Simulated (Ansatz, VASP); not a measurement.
Given: the input of a run of Ansatz 0.2.0 on Pb.

File input.yaml:

```yaml
crystal:
  lattice:
    - [0.0, 2.458408627, 2.458408627]
    - [2.458408627, 0.0, 2.458408627]
    - [2.458408627, 2.458408627, 0.0]
  atoms:
    - { symbol: Pb, position: [0.0, 0.0, 0.0] }
hamiltonian:
  xc: blyp
  pseudopotentials: { kind: paw }
kpoints:
  mp_grid: { grid: [9, 9, 9] }
scf:
  occupations: { method: fermi_dirac, width: 0.05 }
output:
  forces: true
  stress: true
  eigenvalues: true
```

Potentials or basis: Ansatz PAW.

Command:

```console
$ ansatz run input.yaml --threads 2 --pin off --max-ram 5120MiB --backend cpu --events-out ev --progress --plain --runs-dir out
```

Q: Set up the same calculation for VASP 6.6.1. Potentials there: VASP PAW PBE potentials, release 64 (Pb_d).

A: As run (the cutoff follows the program's own potentials):

File INCAR:

```
PREC = Accurate
ENCUT = 520
EDIFF = 1E-6
ISMEAR = -1
SIGMA = 0.05
LREAL = F
LASPH = T
NELM = 80
ALGO = Normal
ISIF = 2
LWAVE = F
LCHARG = F
GGA = B5
ALDAX = 1.0
AGGAX = 1.0
AGGAC = 1.0
ALDAC = 0.0
NBANDS = 13
```

File KPOINTS:

```
Automatic mesh
0
Gamma
  9 9 9
```

Contents of POSCAR:

```
Pb
1.0
    0.0000000000      2.4584086270      2.4584086270
    2.4584086270      0.0000000000      2.4584086270
    2.4584086270      2.4584086270      0.0000000000
Pb
1
Direct
    0.0000000000      0.0000000000      0.0000000000
```

Potentials or basis: VASP PAW PBE potentials, release 64 (Pb_d).

Command:

```bash
$ cat potpaw_PBE.64/Pb_d/POTCAR > POTCAR
$ mpirun -np 1 vasp_std > vasp.out
```

Both were run:

|  | VASP | Ansatz | Ansatz less VASP |
| --- | --- | --- | --- |
| gap on the k mesh at the Fermi level (eV) | none | none | - |
| pressure (GPa) | 7.2 | 7.1 | -0.14 |

VASP's potentials were made for PBE, not for BLYP. A gap of «none» marks a metal or a gap that the smearing closes.

Neither program's run includes spin-orbit coupling.
